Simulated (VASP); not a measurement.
# Ho2O (P4_2/nmc) in VASP: a series of runs

Runs on Ho2O. Level: PBE. Tasks: single point.

Everything below comes from runs of VASP 6.6.1. Logs are shortened: lines on timing, memory, paths and dates and some standing lists are left out, and cuts for length are marked.

## 1. The cell of the first run

The structure is tetragonal, space group P4_2/nmc (No. 137). Conventional cell: a = 3.820 Å, b = 3.820 Å, c = 10.837 Å, α = 90.00°, β = 90.00°, γ = 90.00°. Ho (site symmetry 2mm) has 2 O at 2.24 Å within 3.0 Å. Within 3.0 Å of O (site symmetry -4m2) lie 4 Ho at 2.24 Å.

## 2. Single point, PBE (26.36 Å³/atom)

Input file INCAR:

```
SYSTEM = Ho2O
PREC = Accurate
ENCUT = 600
EDIFF = 1E-6
ISMEAR = 0
SIGMA = 0.1
LREAL = .False.
LASPH = .True.
NELM = 200
ALGO = Normal
ISIF = 2
LWAVE = .False.
LCHARG = .False.
GGA = PE
NBANDS = 33
GGA_COMPAT = .False.
LMAXMIX = 6
```

Input file KPOINTS:

```
regular mesh
0
Gamma
  8 8 4
  0 0 0
```

Input file POSCAR:

```
Ho2O
1.0
    3.8200232234      0.0000000000      0.0000000000
    0.0000000000      3.8200232234      0.0000000000
    0.0000000000      0.0000000000     10.8365552917
Ho O
4 2
Direct
    0.5000000000      0.0000000000      0.1079519320
    0.5000000000      0.0000000000      0.6079519320
    0.0000000000      0.5000000000      0.3920480680
    0.0000000000      0.5000000000      0.8920480680
    0.0000000000      0.0000000000      0.5000000000
    0.5000000000      0.5000000000      0.0000000000
```

Potentials or basis: VASP PAW PBE potentials, release 64 (Ho_3, O), 4f in core.

Command:

```sh
cat potpaw_PBE.64/Ho_3/POTCAR potpaw_PBE.64/O/POTCAR > POTCAR
mpirun -np 1 vasp_std > vasp.out
```

OUTCAR:

```text
SYSTEM = Ho2O
   PREC = Accurate
   ENCUT = 600
   EDIFF = 1E-6
   ISMEAR = 0
   LREAL = .False.
   LASPH = .True.
   NELM = 200
   ISIF = 2
   GGA = PE

 ion  position               nearest neighbor table
   1  0.500  0.000  0.108-   6 2.24   6 2.24   4 3.57   4 3.57   4 3.57   4 3.57
   2  0.500  0.000  0.608-   5 2.24   5 2.24   3 3.57   3 3.57   3 3.57   3 3.57
   3  0.000  0.500  0.392-   5 2.24   5 2.24   2 3.57   2 3.57   2 3.57   2 3.57
   4  0.000  0.500  0.892-   6 2.24   6 2.24   1 3.57   1 3.57   1 3.57   1 3.57
   5  0.000  0.000  0.500-   2 2.24   3 2.24   3 2.24   2 2.24
   6  0.500  0.500  0.000-   1 2.24   4 2.24   1 2.24   4 2.24

  LATTYP: Found a simple tetragonal cell.
 ALAT       =     3.8200232234
 C/A-ratio  =     2.8367773330

  Lattice vectors:

 A1 = (   3.8200232234,   0.0000000000,   0.0000000000)
 A2 = (   0.0000000000,   3.8200232234,   0.0000000000)
 A3 = (   0.0000000000,   0.0000000000,  10.8365552917)

Analysis of symmetry for initial positions (statically):
=====================================================================
 Subroutine PRICEL returns:
 Original cell was already a primitive cell.

 Routine SETGRP: Setting up the symmetry group for a
 simple tetragonal supercell.

 Subroutine GETGRP returns: Found 16 space group operations
 (whereof  8 operations were pure point group operations)
 out of a pool of 16 trial point group operations.

The static configuration has the point symmetry D_2d.
 The point group associated with its full space group is D_4h.

Analysis of symmetry for dynamics (positions and initial velocities):
=====================================================================
 Subroutine PRICEL returns:
 Original cell was already a primitive cell.

 Routine SETGRP: Setting up the symmetry group for a
 simple tetragonal supercell.

 Subroutine GETGRP returns: Found 16 space group operations
 (whereof  8 operations were pure point group operations)
 out of a pool of 16 trial point group operations.

The dynamic configuration has the point symmetry D_2d.
 The point group associated with its full space group is D_4h.

 Subroutine INISYM returns: Found 16 space group operations
 (whereof  8 operations are pure point group operations),
 and found     1 'primitive' translations

----------------------------------------------------------------------------------------

                                     Primitive cell

  volume of cell :     158.1333

  direct lattice vectors                    reciprocal lattice vectors
     3.820023223  0.000000000  0.000000000     0.261778513  0.000000000  0.000000000
     0.000000000  3.820023223  0.000000000     0.000000000  0.261778513  0.000000000
     0.000000000  0.000000000 10.836555292     0.000000000  0.000000000  0.092280247

  length of vectors
     3.820023223  3.820023223 10.836555292     0.261778513  0.261778513  0.092280247

  position of ions in fractional coordinates (direct lattice)
     0.500000000  0.000000000  0.107951932
     0.500000000  0.000000000  0.607951932
     0.000000000  0.500000000  0.392048068
     0.000000000  0.500000000  0.892048068
     0.000000000  0.000000000  0.500000000
     0.500000000  0.500000000  0.000000000

  ion indices of the primitive-cell ions
   primitive index   ion index
                 1           1
                 2           2
                 3           3
                 4           4
                 5           5
                 6           6

----------------------------------------------------------------------------------------

 KPOINTS: regular mesh

Automatic generation of k-mesh.
 Grid dimensions read from file:
 generate k-points for:    8    8    4

 Generating k-lattice:

  Cartesian coordinates                     Fractional coordinates (reciprocal lattice)
     0.032722314  0.000000000  0.000000000     0.125000000  0.000000000  0.000000000
     0.000000000  0.032722314  0.000000000     0.000000000  0.125000000  0.000000000
     0.000000000  0.000000000  0.023070062     0.000000000  0.000000000  0.250000000

  Length of vectors
     0.032722314  0.032722314  0.023070062

  Shift w.r.t. Gamma in fractional coordinates (k-lattice)
     0.000000000  0.000000000  0.000000000

 Subroutine IBZKPT returns following result:
 ===========================================

 Found     45 irreducible k-points:

 Following reciprocal coordinates:
            Coordinates               Weight
  0.000000  0.000000  0.000000      1.000000
  0.125000  0.000000  0.000000      4.000000
  0.250000  0.000000  0.000000      4.000000
  0.375000  0.000000  0.000000      4.000000
  0.500000  0.000000  0.000000      2.000000
  0.125000  0.125000  0.000000      4.000000
[... 16 lines left out ...]
  0.375000  0.125000  0.250000     16.000000
  0.500000  0.125000  0.250000      8.000000
 [... further k-points ...]
   k-points           NKPTS =     45   k-points in BZ     NKDIM =     45   number of bands    NBANDS=     33
   number of dos      NEDOS =    301   number of ions     NIONS =      6
   total plane-waves  NPLWV =  92160
   dimension x,y,z NGX =    32 NGY =   32 NGZ =   90
   dimension x,y,z NGXF=    64 NGYF=   64 NGZF=  180
   ions per type =               4   2
   NGX,Y,Z   is equivalent  to a cutoff of  13.93, 13.93, 13.81 a.u.
   NGXF,Y,Z  is equivalent  to a cutoff of  27.85, 27.85, 27.61 a.u.
 SYSTEM =  Ho2O
   PREC   = accura    normal or accurate (medium, high low for compatibility)
   ISTART =      0    job   : 0-new  1-cont  2-samecut
   ICHARG =      2    charge: 1-file 2-atom 10-const
   ISPIN  =      1    spin polarized calculation?
   LNONCOLLINEAR =      F non collinear calculations
   LSORBIT =      F    spin-orbit coupling
   LASPH  =      T    aspherical Exc in radial PAW
   ENCUT  =  600.0 eV  44.10 Ry    6.64 a.u.   7.63  7.63 21.64*2*pi/ulx,y,z
   NELM   =    200;   NELMIN=  2; NELMDL= -5     # of ELM steps
   EDIFF  = 0.1E-05   stopping-criterion for ELM
   LREAL  =      F    real-space projection
   EDIFFG = 0.1E-04   stopping-criterion for IOM
   NSW    =      0    number of steps for IOM
   IBRION =     -1    ionic relax: 0-MD 1-quasi-New 2-CG
   NFREE  =      0    steps in history (QN), initial steepest desc. (CG)
   ISIF   =      2    stress and relaxation
   ISYM   =      2    0-nonsym 1-usesym 2-fastsym
   POTIM  = 0.5000    time-step for ionic-motion
   TEBEG  =    0.0;   TEEND  =   0.0 temperature during run
   PSTRESS=    0.0 pullay stress
   NELECT =      48.0000    total number of electrons
   NUPDOWN=      -1.0000    fix difference up-down
   EMIN   =  10.00;   EMAX   =-10.00  energy-range for DOS
   EFERMI =   0.00;   METHOD = LEGACY
   ISMEAR =     0;   SIGMA  =   0.10  broadening in eV -4-tet -1-fermi 0-gaus
   EFERMI_NEDOS =   21; number of points for ismear=-14 and -15
   IALGO  =     38    algorithm
   IMIX   =      4    mixing-type and parameters
     AMIX     =   0.40;   BMIX     =  1.00
     AMIX_MAG =   1.60;   BMIX_MAG =  1.00
  volume/ion in A,a.u.               =      26.36       177.86
  Fermi-wavevector in a.u.,A,eV,Ry     =   1.100223  2.079120 16.469733  1.210491
  Thomas-Fermi vector in A             =   2.236631
   LORBIT       =      0    0 simple, 1 ext, 2 COOP (PROOUT), +10 PAW based schemes
   GGA     = PE    functional components
   LHFCALC =     F    Hartree Fock is set to
   AEXX    =    0.0000 exact exchange contribution
   IVDW    =     0    specifies the selected vdW correction
   LEPSILON=     F    determine dielectric tensor
   LRPA    =     F    only Hartree local field effects (RPA)
 non-spin polarized calculation
 Gauss-broadening in eV      SIGMA  =   0.10
  energy-cutoff  :      600.00
  volume of cell :      158.13
 maximum number of plane-waves:      5323
 NGX is ok and might be reduce to    32
   NGX = 15   NGY = 15   NGZ = 43

 number of electron      48.0000009 magnetization

 Free energy of the ion-electron system (eV)
  ---------------------------------------------------
  ext. energy  EPLUGINS =         0.00000000
  ---------------------------------------------------
  free energy    TOTEN  =       -39.33701812 eV

  energy without entropy =      -39.32134145  energy(sigma->0) =      -39.32917978

 E-fermi :   2.7737     XC(G=0):  -9.3329

 val. band max:        2.7681030891   @ k =   0.5000   0.5000   0.0000
 cond. band min:       2.7832700793   @ k =   0.2500   0.2500   0.0000
 fundamental gap:      0.0151669902
 Fermi energy:         2.7736741269

 k-point     1 :       0.0000    0.0000    0.0000
  band No.  band energies     occupation
      1     -22.1236      2.00000
      2     -22.0663      2.00000
      3     -21.7381      2.00000
      4     -21.7381      2.00000
      5     -21.7187      2.00000
      6     -21.7187      2.00000
[... 25 lines left out ...]
     32       6.2698      0.00000
     33       6.3671      0.00000

 k-point     2 :       0.1250    0.0000    0.0000
  band No.  band energies     occupation
      1     -22.1378      2.00000
      2     -22.1035      2.00000
      3     -21.7705      2.00000
      4     -21.7584      2.00000
      5     -21.7313      2.00000
      6     -21.7133      2.00000
[... 25 lines left out ...]
     32       6.2615      0.00000
     33       6.4451      0.00000

 k-point     3 :       0.2500    0.0000    0.0000
  band No.  band energies     occupation
      1     -22.2053      2.00000
      2     -22.2031      2.00000
      3     -21.8289      2.00000
      4     -21.7914      2.00000
      5     -21.7137      2.00000
      6     -21.6999      2.00000
[... 25 lines left out ...]
     32       6.1459      0.00000
     33       6.2391      0.00000

 k-point     4 :       0.3750    0.0000    0.0000
  band No.  band energies     occupation
      1     -22.3124      2.00000
      2     -22.3028      2.00000
      3     -21.8404      2.00000
      4     -21.8188      2.00000
      5     -21.6937      2.00000
      6     -21.6861      2.00000
[... 25 lines left out ...]
     32       5.9100      0.00000
     33       6.0313      0.00000

 k-point     5 :       0.5000    0.0000    0.0000
  band No.  band energies     occupation
      1     -22.3530      2.00000
      2     -22.3530      2.00000
      3     -21.8355      2.00000
      4     -21.8355      2.00000
      5     -21.6823      2.00000
      6     -21.6823      2.00000
[... 604 lines left out ...]
 k-point    22 :       0.2500    0.1250    0.2500
  band No.  band energies     occupation
      1     -22.2321      2.00000
      2     -22.2166      2.00000
      3     -21.8227      2.00000
      4     -21.7825      2.00000
      5     -21.7447      2.00000
      6     -21.7376      2.00000
[... 25 lines left out ...]
     32       5.7629      0.00000
     33       6.0490      0.00000

 k-point    23 :       0.3750    0.1250    0.2500
  band No.  band energies     occupation
      1     -22.3312      2.00000
      2     -22.3171      2.00000
      3     -21.8359      2.00000
      4     -21.8080      2.00000
      5     -21.7231      2.00000
      6     -21.7219      2.00000
[... 25 lines left out ...]
     32       5.4498      0.00000
     33       6.1391      0.00000

 k-point    24 :       0.5000    0.1250    0.2500
  band No.  band energies     occupation
      1     -22.3683      2.00000
      2     -22.3683      2.00000
      3     -21.8284      2.00000
      4     -21.8284      2.00000
      5     -21.7131      2.00000
      6     -21.7131      2.00000
[... 25 lines left out ...]
     32       5.2579      0.00000
     33       6.3897      0.00000

 [... further k-points ...]

------------------------ aborting loop because EDIFF is reached ----------------------------------------

  FORCE on cell =-STRESS in cart. coord.  units (eV):
  Direction    XX          YY          ZZ          XY          YZ          ZX
  --------------------------------------------------------------------------------------
  -------------------------------------------------------------------------------------
  Total       -3.4848592     -3.4848592     -3.6896831      0.0000000      0.0000000      0.0000000
  in kB      -35.3079545    -35.3079545    -37.3831930      0.0000000      0.0000000      0.0000000
  external PRESSURE =     -35.9997006 kB  Pullay stress =       0.0000000 kB

 VOLUME and BASIS-vectors are now :
 -----------------------------------------------------------------------------
  energy-cutoff  :      600.00
  volume of cell :      158.13
      direct lattice vectors                 reciprocal lattice vectors
     3.820023223  0.000000000  0.000000000     0.261778513  0.000000000  0.000000000
     0.000000000  3.820023223  0.000000000     0.000000000  0.261778513  0.000000000
     0.000000000  0.000000000 10.836555292     0.000000000  0.000000000  0.092280247

 POSITION                                       TOTAL-FORCE (eV/Angst)
 -----------------------------------------------------------------------------------
      1.91001      0.00000      1.16983        -0.000000     -0.000000      0.114767
      1.91001      0.00000      6.58810        -0.000000     -0.000000      0.114767
      0.00000      1.91001      4.24845         0.000000      0.000000     -0.114767
      0.00000      1.91001      9.66673         0.000000     -0.000000     -0.114767
      0.00000      0.00000      5.41828        -0.000000     -0.000000     -0.000000
      1.91001      1.91001      0.00000        -0.000000      0.000000     -0.000000
 -----------------------------------------------------------------------------------
    total drift:                                0.000000     -0.000000     -0.000000

  FREE ENERGIE OF THE ION-ELECTRON SYSTEM (eV)
  ---------------------------------------------------
  free  energy   TOTEN  =       -39.3370181153 eV

  energy  without entropy=      -39.3213414543  energy(sigma->0) =      -39.32917978
```

It took 2.6 min on 1 thread of AMD EPYC 9R45 (Zen 5), shared host; peak memory 0.4 GiB.

Results:

```
Free energy            : -39.3370 eV
Pressure               : -3.6 GPa
Largest force          : 0.115 eV/Å
Band gap on the k mesh : zero (bands 24 and 25 overlap by 0.24 eV)
```

Forces on the atoms (eV/Å):
```
Ho   0.000  0.000  0.115
Ho   0.000  0.000  0.115
Ho   0.000  0.000 -0.115
Ho   0.000  0.000 -0.115
O    0.000  0.000  0.000
O    0.000  0.000  0.000
```

Stress tensor (GPa, compression positive):
```
-3.53  0.00  0.00
 0.00 -3.53  0.00
 0.00  0.00 -3.74
```

Levels at points of the mesh, in eV from the Fermi level:
| k point | band 22 | band 23 | band 24 | band 25 | band 26 | band 27 |
| --- | --- | --- | --- | --- | --- | --- |
| (0.00, 0.00, 0.00) | -2.30 | -2.07 | -0.58 | 0.54 | 1.01 | 1.67 |
| (0.50, 0.00, 0.00) | -1.47 | -0.78 | -0.78 | 0.35 | 0.35 | 1.56 |
| (0.50, 0.50, 0.00) | -0.47 | -0.01 | -0.01 | 0.41 | 0.41 | 0.41 |
| (0.00, 0.00, 0.50) | -3.35 | -1.01 | -1.01 | 0.62 | 0.62 | 2.52 |
| (0.50, 0.00, 0.50) | -1.50 | -0.66 | -0.66 | 0.22 | 0.22 | 1.54 |
| (0.50, 0.50, 0.50) | -0.46 | 0.16 | 0.16 | 0.16 | 0.16 | 0.40 |

Caveat: the cell stands under tension; spin-orbit coupling is left out, which moves the levels of the heavy elements; the 4f electrons are frozen in the core, so they carry no moment and show no levels; the run has no spin polarisation, though such a crystal can be magnetic.

[end of part 1 of 2]
